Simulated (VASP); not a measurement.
Wanted: the native input for a VASP 6.6.1 run.

- Task: single point
- Functional: PBE
- Potentials or basis: VASP PAW PBE potentials, release 64 (Cd, S)
- Cutoff: 520 eV
- k mesh: 12 × 12 × 4
- Occupations: fermi-dirac, width 0.02 eV
- Spin: no spin polarisation
- Dipole correction: no
- Further INCAR settings: ALGO = Normal; EDIFF = 1e-06; NBANDS = 26

The structure of CdS lies in POSCAR:

```
CdS
1.0
    4.2270702871      0.0000000000      0.0000000000
   -2.1135351436      3.6607502522      0.0000000000
    0.0000000000      0.0000000000      6.6695129162
Cd S
2 2
Direct
    0.3333333333      0.6666666667     -0.0044062320
    0.6666666667      0.3333333333      0.4955937680
    0.3333333333      0.6666666667      0.3794062320
    0.6666666667      0.3333333333      0.8794062320
```

This cell differs from its parent crystal: epitaxial xy strain +1.5%.

The input as run:

INCAR

```
SYSTEM = CdS
ALGO = Normal ; EDIFF = 1E-6
ENCUT = 520 ; GGA = PE
ISIF = 2 ; ISMEAR = -1
LASPH = .True. ; LCHARG = .False.
LREAL = .False. ; LWAVE = .False.
NBANDS = 26 ; NELM = 100
PREC = Accurate ; SIGMA = 0.02
```

KPOINTS

```
k-points
0
Gamma
  12 12 4
  0 0 0
```

Potentials or basis: VASP PAW PBE potentials, release 64 (Cd, S).

The run is started by

```sh
$ cat potpaw_PBE.64/Cd/POTCAR potpaw_PBE.64/S/POTCAR > POTCAR
$ mpirun -np 1 vasp_std > vasp.out
```

Results of the run:

The pressure is 0.8 GPa and the band gap on the k mesh is 1.13 eV.

Caveat: the cell differs from its parent crystal (epitaxial xy strain +1.5%).

It took 44 s on 1 thread of Intel(R) Xeon(R) 6975P-C (Granite Rapids), on a shared host, peak memory 0.29 GiB.
